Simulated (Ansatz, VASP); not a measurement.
## One calculation of AsSe4, two programs

INCAR

```
SYSTEM = AsSe4
PREC     = Accurate       ! precision mode
ENCUT    = 600            ! plane-wave cutoff, eV
EDIFF    = 1E-6           ! SCF threshold, eV
ISMEAR   = 0              ! smearing method
SIGMA    = 0.1            ! smearing width, eV
LREAL    = .FALSE.        ! projectors in reciprocal space
LASPH    = .TRUE.         ! aspherical terms in the spheres
NELM     = 80             ! most SCF steps
ALGO     = Normal         ! electronic algorithm
ISIF     = 3              ! what is computed and relaxed
LWAVE    = .FALSE.        ! write WAVECAR
LCHARG   = .FALSE.        ! write CHGCAR
GGA      = PE             ! functional
IBRION   = 2              ! ionic algorithm
NSW      = 100            ! ionic steps
EDIFFG   = -0.01          ! ionic threshold
```

KPOINTS

```
regular mesh
0
G
  8 8 8
  0 0 0
```

Contents of POSCAR:

```
AsSe4
1.0
   -3.2120553833      3.2120553833      3.2120553833
    3.2120553833     -3.2120553833      3.2120553833
    3.2120553833      3.2120553833     -3.2120553833
As Se
1 4
Direct
    0.0000000000      0.0000000000      0.0000000000
    0.4367677988      0.4367677988      0.4367677988
    0.5632322012      0.0000000000      0.0000000000
    0.0000000000      0.0000000000      0.5632322012
    0.0000000000      0.5632322012      0.0000000000
```

Input for Ansatz:

```yaml
crystal:
  lattice:
    - [-3.2120553833, 3.2120553833, 3.2120553833]
    - [3.2120553833, -3.2120553833, 3.2120553833]
    - [3.2120553833, 3.2120553833, -3.2120553833]
  atoms:
    - { symbol: As, position: [0.0, 0.0, 0.0] }
    - { symbol: Se, position: [0.4367677988, 0.4367677988, 0.4367677988] }
    - { symbol: Se, position: [0.5632322012, 0.0, 0.0] }
    - { symbol: Se, position: [0.0, 0.0, 0.5632322012] }
    - { symbol: Se, position: [0.0, 0.5632322012, 0.0] }
basis:
  ecutwfc: 420
kpoints:
  mp_grid: { grid: [8, 8, 8] }
hamiltonian:
  xc: pbe
scf:
  occupations: { method: gaussian, width: 0.1 }
output:
  forces: true
  stress: true
  eigenvalues: true
  write_density: true
  write_potential: true
  elf: true
  volumetric_format: npy
relax:
  adjacent_minimum: "off"
  f_tol: 0.01
  max_steps: 80
  cell: { stress_tol: 0.05 }
```

Change from the starting cell: species swapped into the GeF4 type (I-43m, No. 217).

Alike in both runs: task relaxation of cell and atoms; functional PBE; k mesh 8 × 8 × 8; occupations gaussian, width 0.1 eV; no spin polarisation.

|  | VASP | Ansatz |
| --- | --- | --- |
| version | VASP 6.6.1 | Ansatz 0.2.0 |
| potentials or method | VASP PAW PBE potentials, release 64 (As, Se), cutoff 600 eV | scalar-relativistic, plane waves, PAW |
| valence electrons in the cell | 29 | 79 |

VASP gave:

| Property | Result |
| --- | --- |
| gap on the k mesh at the Fermi level, each at its own relaxed structure (eV) | none |
| relaxed volume (Å³/atom) | 26.75 |
| relaxed length of the cell vector where the two differ most in proportion (Å) | 5.580 |

What did Ansatz give for the same quantities?

gap on the k mesh at the Fermi level, each at its own relaxed structure (eV): none; relaxed volume (Å³/atom): 26.79; relaxed length of the cell vector where the two differ most in proportion (Å): 5.583.

A gap of «none» marks a metal or a gap that the smearing closes. VASP's potentials hold 29 valence electrons a cell and Ansatz's 79, so a difference there can come from the potentials and not from the codes.
